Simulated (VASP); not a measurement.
A run of VASP 6.6.1 is set up as follows.

The input INCAR:

```
SYSTEM = SnO
PREC = Accurate
ENCUT = 520
EDIFF = 1E-8
ISMEAR = -1
SIGMA = 0.02
LREAL = .FALSE.
LASPH = .TRUE.
NELM = 100
ALGO = Normal
ISIF = 2
LWAVE = .FALSE.
LCHARG = .FALSE.
LEFG = .TRUE.
NBANDS = 28
```

The input KPOINTS:

```
regular mesh
0
G
  6 6 5
  0 0 0
```

POSCAR

```
SnO
1.0
    3.8765679508      0.0000000000      0.0000000000
    0.0000000000      3.8765679508      0.0000000000
    0.0000000000      0.0000000000      4.9308476092
Sn O
2 2
Direct
    0.0000000000      0.5000000000      0.2385000000
    0.5000000000      0.0000000000      0.7615000000
    0.0000000000      0.0000000000      0.0000000000
    0.5000000000      0.5000000000      0.0000000000
```

Potentials or basis: VASP PAW LDA potentials, release 64 (Sn_d, O).

Launch:

```sh
$ cat potpaw_LDA.64/Sn_d/POTCAR potpaw_LDA.64/O/POTCAR > POTCAR
$ mpirun -np 1 vasp_std > vasp.out
```

Task: Predict the largest force.

Result: 0.887 eV/Å.

Task: Estimate the pressure.

Result: -7.3 GPa.

Task: What does it give for the band gap on the k mesh?

Result: 0.28 eV, indirect (least direct gap 2.00 eV).

Stress tensor (GPa, compression positive):
```
-7.69  0.00  0.00
 0.00 -7.69  0.00
 0.00  0.00 -6.41
```

Caveat: without QUAD_EFG the Cq values of the log hold for a quadrupole moment of 1 mb, not for the nuclei; spin-orbit coupling is left out, which moves the levels of the heavy elements. A k mesh can miss the band edges.
